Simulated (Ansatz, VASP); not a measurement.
**Two plane-wave programs on Rh**

File INCAR:

```
SYSTEM = Rh
ALGO = Fast
EDIFF = 1E-7
ENCUT = 520
GGA = PE
ISIF = 2
ISMEAR = 0
LASPH = .True.
LCHARG = .False.
LREAL = .False.
LWAVE = .False.
NBANDS = 22
NELM = 80
PREC = Accurate
SIGMA = 0.15
```

Contents of KPOINTS:

```
k-points
0
Gamma
  22 22 16
  0 0 0
```

Contents of POSCAR:

```
Rh
1.0
    0.0000000000     -1.9149654119     -1.9149654119
    0.0000000000      1.9149654119     -1.9149654119
    3.8299308238      0.0000000000      0.0000000000
Rh
2
Direct
    0.5783303965      0.4216696035      0.5000000000
   -0.0783303965      0.0783303965      0.0000000000
```

Input for Ansatz:

```yaml
crystal:
  lattice:
    - [0.0, -1.9149654119, -1.9149654119]
    - [0.0, 1.9149654119, -1.9149654119]
    - [3.8299308238, 0.0, 0.0]
  atoms:
    - { symbol: Rh, position: [0.5783303965, 0.4216696035, 0.5] }
    - { symbol: Rh, position: [-0.0783303965, 0.0783303965, 0.0] }
basis:
  ecutwfc: 420
kpoints:
  mp_grid: { grid: [22, 22, 16] }
hamiltonian:
  xc: pbe
scf:
  occupations: { method: gaussian, width: 0.15 }
output:
  forces: true
  stress: true
  eigenvalues: true
```

Change from the starting cell: mode 4 (178.8 1/cm) frozen in, largest displacement -0.300 Å.

Alike in both runs: task single point; functional PBE; k mesh 22 × 22 × 16; occupations gaussian, width 0.15 eV; no spin polarisation.

|  | VASP | Ansatz |
| --- | --- | --- |
| version | VASP 6.6.1 | Ansatz 0.2.0 |
| potentials or method | VASP PAW PBE potentials, release 64 (Rh_pv), cutoff 520 eV | scalar-relativistic, plane waves, PAW |
| valence electrons in the cell | 30 | 34 |

```csv
,VASP,Ansatz,Ansatz less VASP
gap on the k mesh at the Fermi level (eV),none,none,-
pressure (GPa),23.9,23.6,-0.29
"traceless stress, the component that is largest in VASP (GPa)",-22.66,-22.41,+0.250
rms of the force components (eV/Å),2.136,2.112,-0.0236
```

Atom by atom the forces differ by 0.024 eV/Å (rms over components). A gap of «none» marks a metal or a gap that the smearing closes. With one functional, cell and mesh, what is left measures potentials, basis and numerics. VASP's potentials hold 30 valence electrons a cell and Ansatz's 34, so a difference there can come from the potentials and not from the codes.
